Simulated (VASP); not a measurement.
# SrO (Fm-3m) in VASP: a series of runs

Runs on SrO. Level: PBE. Tasks: single point.

Everything below comes from runs of VASP 6.6.1. Logs are shortened: lines on timing, memory, paths and dates and some standing lists are left out, and cuts for length are marked.

## 1. The cell of the first run

It takes space group Fm-3m (No. 225, cubic). Conventional cell: a = 5.140 Å, b = 5.140 Å, c = 5.140 Å, α = 90.00°, β = 90.00°, γ = 90.00°. Sr (site symmetry m-3m) has 6 O at 2.57 Å within 3.4 Å. Within 3.4 Å of O (site symmetry m-3m) lie 6 Sr at 2.57 Å.

## 2. Single point, PBE, non-collinear spin, zero start, spin-orbit coupling

Contents of INCAR:

```
SYSTEM = SrO
  PREC = Accurate
  ENCUT = 520
  EDIFF = 1E-7
  ISMEAR = -1
  SIGMA = 0.03
  LREAL = .FALSE.
  LASPH = .TRUE.
  NELM = 150
  ALGO = Normal
  ISIF = 2
  LWAVE = .FALSE.
  LCHARG = .TRUE.
  MAGMOM = 0 0 0 0 0 0
  LORBIT = 11
  LSORBIT = .TRUE.
  GGA_COMPAT = .FALSE.
  LORBMOM = .TRUE.
  GGA = PE
  LVHAR = .TRUE.
  NBANDS = 28
```

Contents of KPOINTS:

```
regular mesh
0
G
  8 8 8
  0 0 0
```

Contents of POSCAR:

```
SrO
1.0
    0.0000000000      2.5698000000      2.5698000000
    2.5698000000      0.0000000000      2.5698000000
    2.5698000000      2.5698000000      0.0000000000
Sr O
1 1
Direct
    0.0000000000      0.0000000000      0.0000000000
    0.5000000000      0.5000000000      0.5000000000
```

Potentials or basis: VASP PAW PBE potentials, release 64 (Sr_sv, O).

Started as:

```console
cat potpaw_PBE.64/Sr_sv/POTCAR potpaw_PBE.64/O/POTCAR > POTCAR
mpirun -np 1 vasp_ncl > vasp.out
```

OUTCAR:

```text
SYSTEM = SrO
   PREC = Accurate
   ENCUT = 520
   EDIFF = 1E-7
   ISMEAR = -1
   LREAL = .FALSE.
   LASPH = .TRUE.
   NELM = 150
   ISIF = 2
   LORBIT = 11
   LSORBIT = .TRUE.
   GGA = PE

 ion  position               nearest neighbor table
   1  0.000  0.000  0.000-   2 2.57   2 2.57   2 2.57   2 2.57   2 2.57   2 2.57
   2  0.500  0.500  0.500-   1 2.57   1 2.57   1 2.57   1 2.57   1 2.57   1 2.57

  LATTYP: Found a face centered cubic cell.
 ALAT       =     5.1396000000

  Lattice vectors:

 A1 = (   0.0000000000,   2.5698000000,   2.5698000000)
 A2 = (   2.5698000000,   0.0000000000,   2.5698000000)
 A3 = (   2.5698000000,   2.5698000000,   0.0000000000)

Analysis of symmetry for initial positions (statically):
=====================================================================
 Subroutine PRICEL returns:
 Original cell was already a primitive cell.

 Routine SETGRP: Setting up the symmetry group for a
 face centered cubic supercell.

 Subroutine GETGRP returns: Found 48 space group operations
 (whereof 48 operations were pure point group operations)
 out of a pool of 48 trial point group operations.

The static configuration has the point symmetry O_h .

Analysis of symmetry for dynamics (positions and initial velocities):
=====================================================================
 Subroutine PRICEL returns:
 Original cell was already a primitive cell.

 Routine SETGRP: Setting up the symmetry group for a
 face centered cubic supercell.

 Subroutine GETGRP returns: Found 48 space group operations
 (whereof 48 operations were pure point group operations)
 out of a pool of 48 trial point group operations.

The dynamic configuration has the point symmetry O_h .

Analysis of structural, dynamic, and magnetic symmetry:
=====================================================================
 Subroutine PRICEL returns:
 Original cell was already a primitive cell.

 Routine SETGRP: Setting up the symmetry group for a
 face centered cubic supercell.

 Subroutine GETGRP returns: Found 48 space group operations
 (whereof 48 operations were pure point group operations)
 out of a pool of 48 trial point group operations.

The overall configuration has the point symmetry O_h .

 Subroutine INISYM returns: Found 48 space group operations
 (whereof 48 operations are pure point group operations),
 and found     1 'primitive' translations

----------------------------------------------------------------------------------------

                                     Primitive cell

  volume of cell :      33.9413

  direct lattice vectors                    reciprocal lattice vectors
     0.000000000  2.569800000  2.569800000    -0.194567671  0.194567671  0.194567671
     2.569800000  0.000000000  2.569800000     0.194567671 -0.194567671  0.194567671
     2.569800000  2.569800000  0.000000000     0.194567671  0.194567671 -0.194567671

  length of vectors
     3.634246013  3.634246013  3.634246013     0.337001091  0.337001091  0.337001091

  position of ions in fractional coordinates (direct lattice)
     0.000000000  0.000000000  0.000000000
     0.500000000  0.500000000  0.500000000

  ion indices of the primitive-cell ions
   primitive index   ion index
                 1           1
                 2           2

----------------------------------------------------------------------------------------

 KPOINTS: regular mesh

Automatic generation of k-mesh.
 Grid dimensions read from file:
 generate k-points for:    8    8    8

 Generating k-lattice:

  Cartesian coordinates                     Fractional coordinates (reciprocal lattice)
[... 92 lines left out ...]
  volume of cell :       33.94
 maximum number of plane-waves:      1882
   NGX = 13   NGY = 13   NGZ = 13

 number of electron      16.0000000 magnetization       0.0000000      0.0000000      0.0000000

 number of electron      15.9999997 magnetization       0.0000000      0.0000000     -0.0000000

 number of electron      15.9999997 magnetization      -0.0000000     -0.0000000      0.0000000

 Free energy of the ion-electron system (eV)
  ---------------------------------------------------
  ext. energy  EPLUGINS =         0.00000000
  ---------------------------------------------------
  free energy    TOTEN  =       -12.12750999 eV

  energy without entropy =      -12.12750999  energy(sigma->0) =      -12.12750999

 E-fermi :   2.3010     XC(G=0): -10.0333

 val. band max:        1.6902634825   @ k =   0.0000   0.0000   0.0000
 cond. band min:       4.9339676726   @ k =   0.5000   0.5000   0.0000
 fundamental gap:      3.2437041901
 Fermi energy:         2.3010115751

 k-point     1 :       0.0000    0.0000    0.0000
  band No.  band energies     occupation
      1     -30.7100      1.00000
      2     -30.7100      1.00000
      3     -13.4229      1.00000
      4     -13.4229      1.00000
      5     -13.1268      1.00000
      6     -13.1268      1.00000
[... 733 lines left out ...]
     27      14.6058      0.00000
     28      14.6061      0.00000

 [... further k-points ...]

------------------------ aborting loop because EDIFF is reached ----------------------------------------

  FORCE on cell =-STRESS in cart. coord.  units (eV):
  Direction    XX          YY          ZZ          XY          YZ          ZX
  --------------------------------------------------------------------------------------
  -------------------------------------------------------------------------------------
  Total        0.7423145      0.7423145      0.7423145      0.0000000     -0.0000000      0.0000000
  in kB       35.0405212     35.0405212     35.0405212      0.0000000     -0.0000000      0.0000000
  external PRESSURE =      35.0405212 kB  Pullay stress =       0.0000000 kB

 VOLUME and BASIS-vectors are now :
 -----------------------------------------------------------------------------
  energy-cutoff  :      520.00
  volume of cell :       33.94
      direct lattice vectors                 reciprocal lattice vectors
     0.000000000  2.569800000  2.569800000    -0.194567671  0.194567671  0.194567671
     2.569800000  0.000000000  2.569800000     0.194567671 -0.194567671  0.194567671
     2.569800000  2.569800000  0.000000000     0.194567671  0.194567671 -0.194567671

 POSITION                                       TOTAL-FORCE (eV/Angst)
 -----------------------------------------------------------------------------------
      0.00000      0.00000      0.00000        -0.000000      0.000000     -0.000000
      2.56980      2.56980      2.56980         0.000000      0.000000      0.000000
 -----------------------------------------------------------------------------------
    total drift:                                0.000000      0.000000      0.000000

  FREE ENERGIE OF THE ION-ELECTRON SYSTEM (eV)
  ---------------------------------------------------
  free  energy   TOTEN  =       -12.1275099890 eV

  energy  without entropy=      -12.1275099890  energy(sigma->0) =      -12.12750999

 orbital moment (x)

 # of ion     p       d       tot
 ----------------------------------------
  1         0.000   0.000   0.000
  2         0.000   0.000   0.000
 ----------------------------------------
            0.000   0.000   0.000

 orbital moment (y)

 # of ion     p       d       tot
 ----------------------------------------
  1         0.000   0.000   0.000
  2         0.000   0.000   0.000
 ----------------------------------------
            0.000   0.000   0.000

 orbital moment (z)

 # of ion     p       d       tot
 ----------------------------------------
  1         0.000   0.000   0.000
  2         0.000   0.000   0.000
 ----------------------------------------
            0.000   0.000   0.000

 Spin-Orbit-Coupling matrix elements

 Ion:    1  E_soc:     -0.1752478
 l=   1
     0.0000000    -0.0291811    -0.0291811
    -0.0291811     0.0000000    -0.0291811
    -0.0291811    -0.0291811     0.0000000
 l=   2
     0.0000000    -0.0000017     0.0000000    -0.0000017    -0.0000252
    -0.0000017     0.0000000    -0.0000189    -0.0000017    -0.0000063
     0.0000000    -0.0000189     0.0000000    -0.0000189     0.0000000
    -0.0000017    -0.0000017    -0.0000189     0.0000000    -0.0000063
    -0.0000252    -0.0000063     0.0000000    -0.0000063     0.0000000
 l=   3
     0.0000000     0.0000000     0.0000000     0.0000000     0.0000000     0.0000000     0.0000000
     0.0000000     0.0000000     0.0000000     0.0000000     0.0000000     0.0000000     0.0000000
     0.0000000     0.0000000     0.0000000     0.0000000     0.0000000     0.0000000     0.0000000
     0.0000000     0.0000000     0.0000000     0.0000000     0.0000000     0.0000000     0.0000000
     0.0000000     0.0000000     0.0000000     0.0000000     0.0000000     0.0000000     0.0000000
     0.0000000     0.0000000     0.0000000     0.0000000     0.0000000     0.0000000     0.0000000
     0.0000000     0.0000000     0.0000000     0.0000000     0.0000000     0.0000000     0.0000000

 Ion:    2  E_soc:     -0.0003167
 l=   1
     0.0000000    -0.0000528    -0.0000528
    -0.0000528     0.0000000    -0.0000528
    -0.0000528    -0.0000528     0.0000000
 l=   2
     0.0000000     0.0000000     0.0000000     0.0000000     0.0000000
     0.0000000     0.0000000     0.0000000     0.0000000     0.0000000
     0.0000000     0.0000000     0.0000000     0.0000000     0.0000000
     0.0000000     0.0000000     0.0000000     0.0000000     0.0000000
     0.0000000     0.0000000     0.0000000     0.0000000     0.0000000
 l=   3
     0.0000000     0.0000000     0.0000000     0.0000000     0.0000000     0.0000000     0.0000000
     0.0000000     0.0000000     0.0000000     0.0000000     0.0000000     0.0000000     0.0000000
     0.0000000     0.0000000     0.0000000     0.0000000     0.0000000     0.0000000     0.0000000
     0.0000000     0.0000000     0.0000000     0.0000000     0.0000000     0.0000000     0.0000000
     0.0000000     0.0000000     0.0000000     0.0000000     0.0000000     0.0000000     0.0000000
     0.0000000     0.0000000     0.0000000     0.0000000     0.0000000     0.0000000     0.0000000
     0.0000000     0.0000000     0.0000000     0.0000000     0.0000000     0.0000000     0.0000000

 total charge

# of ion       s       p       d       tot
------------------------------------------
    1        2.017   5.835   0.259   8.111
    2        1.552   3.424   0.000   4.976
--------------------------------------------------
tot          3.569   9.259   0.259  13.087

 magnetization (x)

# of ion       s       p       d       tot
------------------------------------------
    1       -0.000   0.000   0.000  -0.000
    2       -0.000  -0.000   0.000  -0.000
--------------------------------------------------
tot         -0.000  -0.000   0.000  -0.000

 magnetization (y)

# of ion       s       p       d       tot
------------------------------------------
    1       -0.000   0.000   0.000  -0.000
    2       -0.000   0.000   0.000  -0.000
--------------------------------------------------
tot         -0.000   0.000   0.000  -0.000

 magnetization (z)

# of ion       s       p       d       tot
------------------------------------------
    1        0.000   0.000   0.000   0.000
    2        0.000   0.000   0.000   0.000
--------------------------------------------------
tot          0.000   0.000   0.000   0.000
```

Run time: 59 s. Hardware: 1 thread of Intel Xeon Platinum 8124M at 3.00GHz (Skylake/Cascade Lake), shared host; peak memory 0.26 GiB.

Results:

```
Free energy                                           : -12.1275 eV
Pressure                                              : 3.5 GPa
Net moment                                            : 0.00 μB per cell
Valence electrons inside the program's atomic spheres : Sr 8.11; O 4.98
```

Moments on the atoms (μB; x, y, z):
```
Sr  0.00 0.00 0.00
O   0.00 0.00 0.00
```

## 3. Single point, PBE

Contents of INCAR:

```
SYSTEM = SrO
  ALGO = Normal
  EDIFF = 1E-7
  ENCUT = 520
  GGA = PE
  ISIF = 2
  ISMEAR = -1
  LASPH = .TRUE.
  LCHARG = .TRUE.
  LELF = .TRUE.
  LREAL = .FALSE.
  LVHAR = .TRUE.
  LWAVE = .FALSE.
  NBANDS = 15
  NELM = 60
  PREC = Accurate
  SIGMA = 0.03
```

Contents of KPOINTS:

```
k-points
0
G
  2 2 2
  0 0 0
```

POSCAR is that of step 2.

Potentials or basis: VASP PAW PBE potentials, release 64 (Sr_sv, O).

Started as:

```console
cat potpaw_PBE.64/Sr_sv/POTCAR potpaw_PBE.64/O/POTCAR > POTCAR
mpirun -np 1 vasp_std > vasp.out
```

Wall time 4.2 s (1 thread of AMD EPYC 7R13, shared host); peak memory 0.15 GiB.

Results (log left out):

```yaml
Free_energy: -11.8405 eV
Pressure: 4.0 GPa
Band_gap_on_the_k_mesh: 3.05 eV, indirect (least direct gap 3.15 eV)
```

Levels at points of the mesh, in eV from the valence-band top:
```csv
k point,band 4,band 5,band 6,band 7,band 8,band 9,band 10,band 11,band 12,band 13
"(0.00, 0.00, 0.00)",-14.31,-14.31,0.00,0.00,0.00,3.84,5.98,5.98,5.98,8.14
"(0.50, 0.00, 0.00)",-14.39,-12.96,-2.25,-1.18,-1.18,6.43,8.29,8.64,8.64,11.71
"(0.50, 0.50, 0.00)",-14.67,-14.67,-0.47,-0.10,-0.10,3.05,7.62,9.93,10.28,10.83
```

Caveat: the k points lie up to 1.06 Å⁻¹ apart.

## 4. Single point, PBE

Contents of INCAR:

```
SYSTEM = SrO
PREC = Accurate
ENCUT = 520
EDIFF = 1E-6
ISMEAR = -1
SIGMA = 0.03
LREAL = .False.
LASPH = .True.
NELM = 60
ALGO = Normal
ISIF = 2
LWAVE = .False.
LCHARG = .False.
GGA = PE
NBANDS = 15
```

Contents of KPOINTS:

```
regular mesh
0
Gamma
  4 4 4
  0 0 0
```

POSCAR is that of step 3.

Started as:

```console
cat potpaw_PBE.64/Sr_sv/POTCAR potpaw_PBE.64/O/POTCAR > POTCAR
mpirun -np 1 vasp_std > vasp.out
```

Run time: 4.7 s. Hardware: 1 thread of AMD EPYC 7R13, shared host; peak memory 0.15 GiB.

It converged, with:

```yaml
Free_energy: -12.0368 eV
Pressure: 3.5 GPa
Band_gap_on_the_k_mesh: 3.26 eV, indirect (least direct gap 3.35 eV)
```

Levels at points of the mesh, in eV from the valence-band top:
```tsv
k point	band 6	band 7	band 8	band 9	band 10	band 11
(0.00, 0.00, 0.00)	0.00	0.00	0.00	3.99	6.21	6.21
(0.50, 0.00, 0.00)	-2.17	-1.14	-1.14	6.55	8.46	8.85
(0.50, 0.50, 0.00)	-0.43	-0.09	-0.09	3.26	7.81	10.18
```

Caveat: the k points lie up to 0.53 Å⁻¹ apart.

## 5. Single point, PBE

Contents of INCAR:

```
ALGO     = Normal         # electronic algorithm
EDIFF    = 1E-6           # SCF threshold, eV
ENCUT    = 520            # plane-wave cutoff, eV
GGA      = PE             # functional
ISIF     = 2              # what is computed and relaxed
ISMEAR   = -1             # smearing method
LASPH    = True           # aspherical terms in the spheres
LCHARG   = False          # write CHGCAR
LREAL    = False          # projectors in reciprocal space
LWAVE    = False          # write WAVECAR
NBANDS   = 15             # bands
NELM     = 60             # most SCF steps
PREC     = Accurate       # precision mode
SIGMA    = 0.03           # smearing width, eV
```

Contents of KPOINTS:

```
k-points
0
Gamma
  6 6 6
```

POSCAR is that of step 4.

Started as:

```console
cat potpaw_PBE.64/Sr_sv/POTCAR potpaw_PBE.64/O/POTCAR > POTCAR
mpirun -np 1 vasp_std > vasp.out
```

Wall time 10 s (1 thread of AMD EPYC 7R13, shared host); peak memory 0.16 GiB.

It converged, with:

- Free energy: -12.0402 eV
- Pressure: 3.5 GPa
- Band gap on the k mesh: 3.26 eV, indirect (least direct gap 3.35 eV)

Levels at points of the mesh, in eV from the valence-band top:
| k point | band 6 | band 7 | band 8 | band 9 | band 10 | band 11 |
| --- | --- | --- | --- | --- | --- | --- |
| (0.00, 0.00, 0.00) | 0.00 | 0.00 | 0.00 | 3.99 | 6.21 | 6.21 |
| (0.50, 0.00, 0.00) | -2.17 | -1.14 | -1.14 | 6.56 | 8.47 | 8.85 |
| (0.50, 0.50, 0.00) | -0.43 | -0.09 | -0.09 | 3.26 | 7.81 | 10.18 |

A k mesh can miss the band edges.

(Part 1 of 2 ends here.)
